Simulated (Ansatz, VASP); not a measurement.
**Two plane-wave programs on Al6FeCo5**

```
Al Fe Co
1.0
     4.03668    0.00000    0.00000
     0.00000    4.03668    0.00000
     0.00000    0.00000    8.55446
Al Fe Co
6 1 5
Direct
  0.00000 0.50000 0.66436
  0.00000 0.50000 0.00000
  0.00000 0.50000 0.33564
  0.50000 0.00000 0.66436
  0.50000 0.00000 0.00000
  0.50000 0.00000 0.33564
  0.00000 0.00000 0.50000
  0.00000 0.00000 0.83415
  0.00000 0.00000 0.16585
  0.50000 0.50000 0.83408
  0.50000 0.50000 0.16592
  0.50000 0.50000 0.50000
```

Alike in both runs: task single point; functional PBE; k mesh 10 × 10 × 6; occupations gaussian, width 0.1 eV; no spin polarisation.

```csv
,VASP,Ansatz
version,VASP 6.6.1,Ansatz 0.2.0
potentials or method,"VASP PAW PBE potentials, release 64 (Al, Fe, Co), cutoff 520 eV","scalar-relativistic, plane waves, PAW"
valence electrons in the cell,71,119
```

|  | VASP | Ansatz | Ansatz less VASP |
| --- | --- | --- | --- |
| gap on the k mesh at the Fermi level (eV) | none | none | - |
| pressure (GPa) | -0.1 | 0.0 | +0.14 |

A gap of «none» marks a metal or a gap that the smearing closes. VASP's potentials hold 71 valence electrons a cell and Ansatz's 119, so a difference there can come from the potentials and not from the codes.
